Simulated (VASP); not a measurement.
# SnSe: single point with r2SCAN

The system is SnSe, a slab with vacuum.

```
Sn Se
1.0
     4.28609    0.00000    0.00000
     0.00000    4.28609    0.00000
     0.00000    0.00000   11.31954
Sn Se
2 2
Direct
  0.50000 0.00000 0.37139
  0.00000 0.50000 0.62861
  0.50000 0.00000 0.61509
  0.00000 0.50000 0.38491
```

This cell differs from its parent crystal: strain +0.000 along x and y, +0.030 along z.

- Program: VASP 6.6.1
- Task: single point
- Functional: r2SCAN
- Potentials or basis: VASP PAW PBE potentials, release 64 (Sn_d, Se)
- Cutoff: 520 eV
- k mesh: 6 × 6 × 4
- Occupations: gaussian, width 0.05 eV
- Spin: no spin polarisation
- Dipole correction: no
- Further INCAR settings: ALGO = Normal; EDIFF = 1e-06; NBANDS = 28

```json
{
 "Largest force": "0.375 eV/Å",
 "Band gap on the k mesh": "1.65 eV (least direct gap 1.85 eV)"
}
```

Forces on the atoms (eV/Å):
```
Sn   0.000  0.000  0.375
Sn   0.000  0.000 -0.375
Se   0.000  0.000 -0.335
Se   0.000  0.000  0.335
```

Levels at points of the mesh, in eV from the valence-band top:
| k point | band 16 | band 17 | band 18 | band 19 | band 20 | band 21 | band 22 | band 23 | band 24 | band 25 |
| --- | --- | --- | --- | --- | --- | --- | --- | --- | --- | --- |
| (0.00, 0.00, 0.00) | -3.01 | -3.01 | -1.79 | -1.79 | -0.27 | 1.75 | 4.11 | 4.36 | 4.88 | 4.88 |
| (0.50, 0.00, 0.00) | -2.28 | -1.50 | -1.50 | -0.05 | -0.05 | 1.82 | 1.82 | 2.33 | 2.33 | 3.30 |
| (0.50, 0.50, 0.00) | -4.76 | -3.32 | -3.32 | -1.72 | -1.72 | 3.77 | 3.77 | 5.15 | 5.15 | 5.44 |
| (0.00, 0.00, 0.50) | -3.01 | -3.01 | -1.79 | -1.79 | -0.27 | 1.65 | 4.36 | 4.88 | 4.88 | 4.88 |
| (0.50, 0.00, 0.50) | -2.28 | -1.50 | -1.50 | -0.05 | -0.05 | 1.82 | 1.82 | 2.33 | 2.33 | 3.25 |
| (0.50, 0.50, 0.50) | -4.76 | -3.32 | -3.32 | -1.72 | -1.72 | 3.75 | 3.75 | 5.20 | 5.20 | 5.41 |

Run time: 3.6 min on 1 thread of Intel(R) Xeon(R) 6975P-C (Granite Rapids), with other jobs on the host, peak memory 0.41 GiB.

Caveat: the cell differs from its parent crystal (strain +0.000 along x and y, +0.030 along z); there is no dipole correction, which matters where the two faces differ; the PAW data sets were made with another functional, which shifts forces and pressure a little; spin-orbit coupling is left out, which moves the levels of the heavy elements.
